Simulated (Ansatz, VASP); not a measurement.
**One calculation of Pb, two programs**

INCAR

```
ALGO = Normal
EDIFF = 1E-7
ENCUT = 520
GGA = PS
ISIF = 2
ISMEAR = 0
LASPH = True
LCHARG = False
LREAL = False
LWAVE = False
NBANDS = 13
NELM = 80
PREC = Accurate
SIGMA = 0.15
```

KPOINTS

```
k-points
0
Gamma
  16 16 16
```

POSCAR

```
Pb
1.0
    0.0000000000      2.5315450000      2.5315450000
    2.5315450000      0.0000000000      2.5315450000
    2.5315450000      2.5315450000      0.0000000000
Pb
1
Direct
    0.0000000000      0.0000000000      0.0000000000
```

Input for Ansatz:

```yaml
crystal:
  lattice:
    - [0.0, 2.531545, 2.531545]
    - [2.531545, 0.0, 2.531545]
    - [2.531545, 2.531545, 0.0]
  atoms:
    - { symbol: Pb, position: [0.0, 0.0, 0.0] }
basis:
  ecutwfc: 420
kpoints:
  mp_grid: { grid: [16, 16, 16] }
hamiltonian:
  xc: pbesol
scf:
  occupations: { method: gaussian, width: 0.15 }
output:
  forces: true
  stress: true
  eigenvalues: true
```

Change from the starting cell: strain +0.025 along x and y, +0.025 along z, atoms carried along.

Alike in both runs: task single point; functional PBEsol; k mesh 16 × 16 × 16; occupations gaussian, width 0.15 eV; no spin polarisation.

|  | VASP | Ansatz |
| --- | --- | --- |
| version | VASP 6.6.1 | Ansatz 0.2.0 |
| potentials or method | VASP PAW PBE potentials, release 64 (Pb_d), cutoff 520 eV | scalar-relativistic, plane waves, PAW |
| valence electrons in the cell | 14 | 14 |

```tsv
	VASP	Ansatz	Ansatz less VASP
gap on the k mesh at the Fermi level (eV)	none	none	-
pressure (GPa)	-3.2	-3.2	+0.07
```

VASP's potentials were made for PBE, not for PBEsol. A gap of «none» marks a metal or a gap that the smearing closes.

Neither program's run includes spin-orbit coupling.
